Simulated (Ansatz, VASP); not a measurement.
# Re in VASP and in Ansatz

```
Re
1.0
     2.76415    0.00000    0.00000
    -1.38208    2.39383    0.00000
     0.00000    0.00000    2.46937
Re
1
Cartesian
  0.0000 0.0000 0.0000
```

Alike in both runs: functional PBE; k mesh 16 × 16 × 15; occupations fermi-dirac, width 0.08 eV; no spin polarisation.

Ansatz relaxed the structure, and its values are those at the end. VASP's run is a single point on that final structure, the one shown.

```csv
,VASP,Ansatz
version,VASP 6.6.1,Ansatz 0.2.0
potentials or method,"VASP PAW PBE potentials, release 64 (Re)","PAW with Ansatz's default frozen-core files, scalar-relativistic"
plane-wave cutoff (eV),520,420
valence electrons in the cell,7,15
```

```tsv
	VASP	Ansatz	Ansatz less VASP
pressure (GPa)	-0.9	0.0	+0.94
```

VASP's potentials hold 7 valence electrons a cell and Ansatz's 15, so a difference there can come from the potentials and not from the codes.

Neither program's run includes spin-orbit coupling.
